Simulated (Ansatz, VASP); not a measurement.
# CuO in VASP and in Ansatz

```
CELL_PARAMETERS angstrom
2.34465 -1.71340 0.00000
2.34465 1.71340 0.00000
-0.86055 0.00000 5.05944
ATOMIC_POSITIONS crystal
Cu 0.00320 0.49680 0.00000
Cu 0.49680 0.00320 0.50000
O 0.57140 0.40560 0.25370
O 0.40560 0.57140 0.75370
```

Alike in both runs: task single point; functional PBE; k mesh 8 × 8 × 4; occupations gaussian, width 0.1 eV; no spin polarisation.

```csv
,VASP,Ansatz
version,VASP 6.6.1,Ansatz 0.2.0
potentials or method,"VASP PAW PBE potentials, release 64 (Cu, O), cutoff 520 eV","scalar-relativistic, plane waves, PAW"
valence electrons in the cell,34,50
```

VASP gave:

```
gap on the k mesh at the Fermi level (eV)                     : none
pressure (GPa)                                                : 6.4
traceless stress, the component that is largest in VASP (GPa) : -1.77
rms of the force components (eV/Å)                            : 0.445
```

Problem. What did Ansatz give for the same quantities?

Solution. gap on the k mesh at the Fermi level (eV): none; pressure (GPa): 5.7; traceless stress, the component that is largest in VASP (GPa): -1.68; rms of the force components (eV/Å): 0.434.

Atom by atom the forces differ by 0.024 eV/Å (rms over components). A gap of «none» marks a metal or a gap that the smearing closes. VASP's potentials hold 34 valence electrons a cell and Ansatz's 50, so a difference there can come from the potentials and not from the codes.
